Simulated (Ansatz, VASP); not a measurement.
**Two plane-wave programs on Si2W**

INCAR

```
PREC = Accurate
ENCUT = 520
EDIFF = 1E-7
ISMEAR = 0
SIGMA = 0.2
LREAL = F
LASPH = T
NELM = 60
ALGO = Normal
ISIF = 2
LWAVE = F
LCHARG = F
GGA = PE
NBANDS = 31
```

Contents of KPOINTS:

```
regular mesh
0
Gamma
  8 8 8
```

POSCAR

```
Si2W
1.0
    0.0000000000      3.2290387700      0.0000000000
    1.6145193850      1.6145193850     -3.9334275705
   -4.8435581550      1.6145193850     -3.9334275705
Si W
4 2
Direct
    0.3345271476      0.4982092786      0.8327364262
    0.3345271476      0.9982092786      0.3327364262
    0.6654728524      0.0017907214      0.6672635738
    0.6654728524      0.5017907214      0.1672635738
    0.0000000000      1.0000000000      1.0000000000
    1.0000000000      0.5000000000      0.5000000000
```

Input for Ansatz:

```yaml
crystal:
  lattice:
    - [0.0, 3.22903877, 0.0]
    - [1.614519385, 1.614519385, -3.9334275705]
    - [-4.843558155, 1.614519385, -3.9334275705]
  atoms:
    - { symbol: Si, position: [0.3345271476, 0.4982092786, 0.8327364262] }
    - { symbol: Si, position: [0.3345271476, 0.9982092786, 0.3327364262] }
    - { symbol: Si, position: [0.6654728524, 0.0017907214, 0.6672635738] }
    - { symbol: Si, position: [0.6654728524, 0.5017907214, 0.1672635738] }
    - { symbol: W, position: [0.0, 1.0, 1.0] }
    - { symbol: W, position: [1.0, 0.5, 0.5] }
basis:
  ecutwfc: 420
kpoints:
  mp_grid: { grid: [8, 8, 8] }
hamiltonian:
  xc: pbe
scf:
  occupations: { method: gaussian, width: 0.2 }
  lower_state_search: "off"
output:
  forces: true
  stress: true
  eigenvalues: true
```

Alike in both runs: task single point; functional PBE; k mesh 8 × 8 × 8; occupations gaussian, width 0.2 eV; no spin polarisation.

|  | VASP | Ansatz |
| --- | --- | --- |
| version | VASP 6.6.1 | Ansatz 0.2.0 |
| potentials or method | VASP PAW PBE potentials, release 64 (Si, W_sv), cutoff 520 eV | scalar-relativistic, plane waves, PAW |
| valence electrons in the cell | 44 | 44 |

Ansatz gave:

```
gap on the k mesh at the Fermi level (eV)                     : none
pressure (GPa)                                                : 0.0
traceless stress, the component that is largest in VASP (GPa) : 0.09
rms of the force components (eV/Å)                            : 0.006
```

Q: Estimate VASP's values.

A: gap on the k mesh at the Fermi level (eV): none; pressure (GPa): 0.1; traceless stress, the component that is largest in VASP (GPa): 0.12; rms of the force components (eV/Å): 0.004.

Atom by atom the forces differ by 0.001 eV/Å (rms over components). A gap of «none» marks a metal or a gap that the smearing closes.

Spin-orbit coupling is off throughout.
